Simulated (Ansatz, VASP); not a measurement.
## Ge: VASP beside Ansatz

```
Ge
1.0
     4.93903    0.00000    0.00000
     0.00000    4.93903    0.00000
     0.00000    0.00000    2.30731
Ge
3
Direct
  0.00000 0.00000 0.00000
  0.00000 0.50000 0.00000
  0.50000 0.00000 0.00000
```

Alike in both runs: task relaxation of cell and atoms; functional PBE; k mesh 4 × 4 × 8; occupations gaussian, width 0.1 eV; no spin polarisation.

|  | VASP | Ansatz |
| --- | --- | --- |
| version | VASP 6.6.1 | Ansatz 0.2.0 |
| potentials or method | VASP PAW PBE potentials, release 64 (Ge_d), cutoff 600 eV | scalar-relativistic, plane waves, PAW |
| valence electrons in the cell | 42 | 42 |

VASP gave:

```
gap on the k mesh at the Fermi level, each at its own relaxed structure (eV) : none
relaxed volume (Å³/atom)                                                     : 24.24
relaxed cell length with the largest relative difference (Å)                 : 5.268
```

Q: What did Ansatz give for the same quantities?

A: gap on the k mesh at the Fermi level, each at its own relaxed structure (eV): none; relaxed volume (Å³/atom): 24.26; relaxed cell length with the largest relative difference (Å): 5.270.

A gap of «none» marks a metal or a gap that the smearing closes.

Noted on VASP's run: the volume moved by over 15 % at a fixed basis, so the end points are rough.
